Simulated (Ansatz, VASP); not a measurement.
**One calculation of TePb, two programs**

```
CELL_PARAMETERS angstrom
0.00000 3.33278 3.33278
3.33278 0.00000 3.33278
3.33278 3.33278 0.00000
ATOMIC_POSITIONS crystal
Te 0.50000 0.50000 0.50000
Pb 0.00000 0.00000 0.00000
```

Alike in both runs: task relaxation of the atoms; functional r2SCAN; k mesh 8 × 8 × 8; occupations fermi-dirac, width 0.02 eV; no spin polarisation.

```csv
,VASP,Ansatz
version,VASP 6.6.1,Ansatz 0.2.0
potentials or method,"VASP PAW PBE potentials, release 64 (Te, Pb_d), cutoff 520 eV",PAW plane waves
valence electrons in the cell,20,30
```

```csv
,VASP,Ansatz,Ansatz less VASP
"gap on the k mesh at the Fermi level, each at its own relaxed structure (eV)",1.20,1.20,+0.004
```

VASP's potentials were made for PBE, not for r2SCAN. VASP's potentials hold 20 valence electrons a cell and Ansatz's 30, so a difference there can come from the potentials and not from the codes. Ansatz's warnings: stress scf threshold loose.

Spin-orbit coupling is off throughout. Noted on VASP's run: the relaxation stopped at its first step, so nothing moved.
